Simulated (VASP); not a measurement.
The system is La2CdNiO5.

```
CELL_PARAMETERS angstrom
0.00000 5.82022 0.00000
3.75685 0.00000 0.00000
1.87842 2.91011 -5.71474
ATOMIC_POSITIONS crystal
Cd 0.00000 0.00000 0.00000
La 0.70230 0.20230 0.59540
La 0.29770 0.79770 0.40460
Ni 0.50000 0.50000 0.00000
O 0.11200 0.35600 0.28800
O 0.60000 0.35600 0.28800
O 0.88800 0.64400 0.71200
O 0.40000 0.64400 0.71200
O 0.50000 0.00000 0.00000
```

Base run:

| Item | Value |
| --- | --- |
| Program | VASP 6.6.1 |
| Functional | PBE |
| Potentials or basis | VASP PAW PBE potentials, release 64 (Cd, La, Ni, O) |
| Cutoff | 520 eV |
| k mesh | 5 × 5 × 5 |
| Occupations | fermi-dirac, width 0.064 eV |
| Spin | no spin polarisation |
| Hubbard terms | La f U = 4.0 eV |

Its results: band gap on the k mesh zero (bands 37 and 38 overlap by 1.01 eV); pressure 14.0 GPa; largest force 1.388 eV/Å.

Q: The run is repeated on the same cell with these changes: hubbard terms from La f U = 4.0 eV to none; further incar settings from ALGO = Normal; EDIFF = 1e-07; NBANDS = 47 to ALGO = Normal; EDIFF = 1e-06; NBANDS = 47. What comes out?

A: Band gap on the k mesh zero (bands 37 and 38 overlap by 1.00 eV); pressure 11.0 GPa; largest force 1.135 eV/Å.

Caveats: the cell stands under pressure; spin-orbit coupling is left out, which moves the levels of the heavy elements; the run has no spin polarisation, though such a crystal can be magnetic; forces of over 1 eV/Å act on the atoms, so gaps and moduli don't describe the material at rest; U without spin polarisation on a metal has little footing (at least some runs); semilocal functionals often make such compounds metallic where correlation or magnetic order opens a gap, which also shifts bond lengths (at least some runs).
